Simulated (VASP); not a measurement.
A run of VASP 6.6.1 is set up as follows.

INCAR

```
ALGO = Normal
EDIFF = 1E-6
ENCUT = 520
GGA = PS
ISIF = 2
ISMEAR = -5
LASPH = True
LCHARG = False
LREAL = False
LWAVE = False
NBANDS = 16
NELM = 80
PREC = Accurate
SIGMA = 0.1
```

The input KPOINTS:

```
k-points
0
Gamma
  18 18 14
```

Contents of POSCAR:

```
TiO
1.0
    3.0309987015      0.0000000000      0.0000000000
   -1.5154993507      2.6249218743      0.0000000000
    0.0000000000      0.0000000000      3.2377000000
Ti O
1 1
Direct
    0.6666666667      0.3333333333      0.0000000000
    0.0000000000      0.0000000000      0.5000000000
```

Potentials or basis: VASP PAW PBE potentials, release 64 (Ti_sv, O).

Run with:

```console
$ cat potpaw_PBE.64/Ti_sv/POTCAR potpaw_PBE.64/O/POTCAR > POTCAR
$ mpirun -np 1 vasp_std > vasp.out
```

(1) Predict the band gap on the k mesh.

(2) What does it give for the pressure?

## Answers

(1) 0.02 eV.

(2) -40.3 GPa.

Caveat: the stress differs along the axes, from -54 to -34 GPa; the PAW data sets were made with another functional, which shifts forces and pressure a little.
